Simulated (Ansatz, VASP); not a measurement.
## Co in VASP and in Ansatz

INCAR

```
SYSTEM = Co
PREC     = Accurate       ! precision mode
ENCUT    = 520            ! plane-wave cutoff, eV
EDIFF    = 1E-6           ! SCF threshold, eV
ISMEAR   = -1             ! smearing method
SIGMA    = 0.05           ! smearing width, eV
LREAL    = .False.        ! projectors in reciprocal space
LASPH    = .True.         ! aspherical terms in the spheres
NELM     = 150            ! most SCF steps
ALGO     = Normal         ! electronic algorithm
ISIF     = 2              ! what is computed and relaxed
LWAVE    = .False.        ! write WAVECAR
LCHARG   = .False.        ! write CHGCAR
ISPIN    = 2              ! spin polarisation
MAGMOM   = 1.625 1.625 1.645 1.645 ! initial moments
LORBIT   = 11             ! projections on sites
LMAXMIX  = 4              ! l up to which the mixer works
GGA      = PS             ! functional
NBANDS   = 30             ! bands
```

The input KPOINTS:

```
regular mesh
0
Gamma
  19 19 6
  0 0 0
```

The input POSCAR:

```
Co
1.0
    2.4548555625      0.0000000000      0.0000000000
   -1.2274277813      2.1259672797      0.0000000000
    0.0000000000      0.0000000000      7.9550354861
Co
4
Direct
    0.0000000000      0.0000000000      1.0000000000
    0.0000000000      0.0000000000      0.5000000000
    0.3333333333      0.6666666667      0.2500000000
    0.6666666667      0.3333333333      0.7500000000
```

Input for Ansatz:

```yaml
crystal:
  lattice:
    - [2.4548555625, 0.0, 0.0]
    - [-1.2274277813, 2.1259672797, 0.0]
    - [0.0, 0.0, 7.9550354861]
  atoms:
    - { symbol: Co, position: [0.0, 0.0, 1.0], spin: 1.625 }
    - { symbol: Co, position: [0.0, 0.0, 0.5], spin: 1.625 }
    - { symbol: Co, position: [0.3333333333, 0.6666666667, 0.25], spin: 1.645 }
    - { symbol: Co, position: [0.6666666667, 0.3333333333, 0.75], spin: 1.645 }
hamiltonian:
  xc: pbesol
  pseudopotentials:
    kind: paw
    azcp:
      Co: "pseudopotentials/Co.paw.azcp"
basis:
  ecutwfc: 420
  fft_grid_basis: typed
kpoints:
  mp_grid: { grid: [19, 19, 6], shift: [0, 0, 0] }
magnetization:
  spin_polarized: true
scf:
  occupations: { method: fermi_dirac, width: 0.05 }
```

Alike in both runs: task single point; functional PBEsol; k mesh 19 × 19 × 6; occupations fermi-dirac, width 0.05 eV; collinear spin.

```csv
,VASP,Ansatz
version,VASP 6.6.1,Ansatz 0.2.0
potentials or method,"VASP PAW PBE potentials, release 64 (Co), cutoff 520 eV","plane waves (420 eV) with PAW, scalar-relativistic"
valence electrons in the cell,36,68
```

|  | VASP | Ansatz | Ansatz less VASP |
| --- | --- | --- | --- |
| net moment per atom (μB) | 1.59 | 1.60 | +0.006 |
| size of the moment on the site where the two differ most (μB) | 1.61 | 1.67 | +0.062 |

VASP's potentials were made for PBE, not for PBEsol, and Ansatz warns of the same on its side. Site moments also hang on the region over which each program counts them. VASP's potentials hold 36 valence electrons a cell and Ansatz's 68, so a difference there can come from the potentials and not from the codes.
